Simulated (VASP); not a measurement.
Sr2Y, 3 atoms in the cell. The structure is hexagonal, space group P6/mmm (No. 191). Conventional cell: a = 4.517 Å, b = 4.517 Å, c = 4.877 Å, α = 90.00°, β = 90.00°, γ = 120.00°. Sr (site symmetry -6m2) has 3 Sr at 2.61 Å within 3.4 Å. Y (site symmetry 6/mmm) has 12 Sr at 3.57 Å and 8 Y at 4.52 to 4.88 Å within 4.9 Å. 

* Program: VASP 6.6.1
* Task: relaxation of cell and atoms
* Functional: PBE
* Potentials or basis: VASP PAW PBE potentials, release 64 (Sr_sv, Y_sv)
* Cutoff: 600 eV
* k mesh: 6 × 6 × 4
* Occupations: gaussian, width 0.1 eV
* Spin: no spin polarisation
* Dipole correction: no
* Further INCAR settings: ALGO = Fast; EDIFF = 1e-06; IBRION = 2; EDIFFG = -0.04; NSW = 90; ISIF = 3

Potentials or basis: VASP PAW PBE potentials, release 64 (Sr_sv, Y_sv).

Launch:

```console
$ cat potpaw_PBE.64/Sr_sv/POTCAR potpaw_PBE.64/Y_sv/POTCAR > POTCAR
$ mpirun -np 1 vasp_std > vasp.out
```

Hardware: 1 thread of Intel(R) Xeon(R) 6975P-C (Granite Rapids) (shared host).

Problem. Estimate the wall time of this run.

Solution. Run time: 18 min on 1 thread of Intel(R) Xeon(R) 6975P-C (Granite Rapids), with other jobs on the host, peak memory 0.3 GiB. Counts: scf iterations 721, k points 21, ion steps 11.
